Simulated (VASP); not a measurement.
Crystal: TiSe.

```
CELL_PARAMETERS angstrom
0.00000 3.10300 3.10300
3.10300 0.00000 3.10300
3.10300 3.10300 0.00000
ATOMIC_POSITIONS crystal
Ti 0.00000 0.00000 0.00000
Se 0.25000 0.25000 0.25000
```

Base run:

```yaml
Program: VASP 6.6.1
Functional: r2SCAN
Potentials_or_basis: VASP PAW PBE potentials, release 64 (Ti_sv, Se)
Cutoff: 550 eV
k_mesh: 5 × 5 × 5
Occupations: gaussian, width 0.05 eV
Spin: collinear spin
Starting_moments: "[2.0, 0.0] μB"
```

Its results: band gap on the k mesh 0.15 eV (least direct gap 0.17 eV); pressure -4.4 GPa; net moment 2.00 μB per cell.

Question: The run is repeated on the same cell with these changes: spin from collinear spin to collinear spin, zero start; moments at the start from [2.0, 0.0] to [0.0, 0.0]. What comes out?

Answer: Band gap on the k mesh zero (filled and empty bands overlap); pressure -11.3 GPa; net moment 0.00 μB per cell.

Caveats: the cell stands under tension; the PAW data sets were made with another functional, which shifts forces and pressure a little; an odd mesh through Γ misses points on the zone boundary, where band edges can lie (at least some runs).
